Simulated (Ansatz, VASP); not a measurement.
**One calculation of GaP, two programs**

INCAR

```
PREC     = Accurate       # precision mode
ENCUT    = 600            # plane-wave cutoff, eV
EDIFF    = 1E-6           # SCF threshold, eV
ISMEAR   = 0              # smearing method
SIGMA    = 0.1            # smearing width, eV
LREAL    = False          # projectors in reciprocal space
LASPH    = True           # aspherical terms in the spheres
NELM     = 60             # most SCF steps
ALGO     = Normal         # electronic algorithm
ISIF     = 3              # what is computed and relaxed
LWAVE    = False          # write WAVECAR
LCHARG   = False          # write CHGCAR
GGA      = PE             # functional
IBRION   = 2              # ionic algorithm
NSW      = 90             # ionic steps
EDIFFG   = -0.04          # ionic threshold
```

KPOINTS

```
Automatic mesh
0
Gamma
  4 4 4
```

File POSCAR:

```
GaP
1.0
   -2.8519876200      2.8519876200      2.7994415900
    2.8519876200     -2.8519876200      2.7994415900
    2.8519876200      2.8519876200     -2.7994415900
Ga P
2 2
Direct
    0.7500000000      0.2500000000      0.5000000000
    0.0000000000      0.0000000000      0.0000000000
    0.5000000000      0.5000000000      0.0000000000
    0.2500000000      0.7500000000      0.5000000000
```

Input for Ansatz:

```yaml
crystal:
  lattice:
    - [-2.85198762, 2.85198762, 2.79944159]
    - [2.85198762, -2.85198762, 2.79944159]
    - [2.85198762, 2.85198762, -2.79944159]
  atoms:
    - { symbol: Ga, position: [0.75, 0.25, 0.5] }
    - { symbol: Ga, position: [0.0, 0.0, 0.0] }
    - { symbol: P, position: [0.5, 0.5, 0.0] }
    - { symbol: P, position: [0.25, 0.75, 0.5] }
basis:
  ecutwfc: 420
kpoints:
  mp_grid: { grid: [4, 4, 4] }
hamiltonian:
  xc: pbe
scf:
  occupations: { method: gaussian, width: 0.1 }
  lower_state_search: "off"
output:
  forces: true
  stress: true
  eigenvalues: true
relax:
  adjacent_minimum: "off"
  f_tol: 0.04
  max_steps: 70
  cell: { stress_tol: 0.4 }
```

Alike in both runs: task relaxation of cell and atoms; functional PBE; k mesh 4 × 4 × 4; occupations gaussian, width 0.1 eV; no spin polarisation.

```csv
,VASP,Ansatz
version,VASP 6.6.1,Ansatz 0.2.0
potentials or method,"VASP PAW PBE potentials, release 64 (Ga_d, P), cutoff 600 eV","scalar-relativistic, plane waves, PAW"
valence electrons in the cell,36,36
```

|  | VASP | Ansatz | Ansatz less VASP |
| --- | --- | --- | --- |
| gap on the k mesh at the Fermi level, each at its own relaxed structure (eV) | none | none | - |
| relaxed volume (Å³/atom) | 17.65 | 17.51 | -0.139 |
| relaxed cell length with the largest relative difference (Å) | 4.512 | 4.499 | -0.0133 |

A gap of «none» marks a metal or a gap that the smearing closes.

The k mesh is coarse, so the values compare programs but aren't converged. Noted on VASP's run: the volume moved by over 15 % at a fixed basis, so the end points are rough.
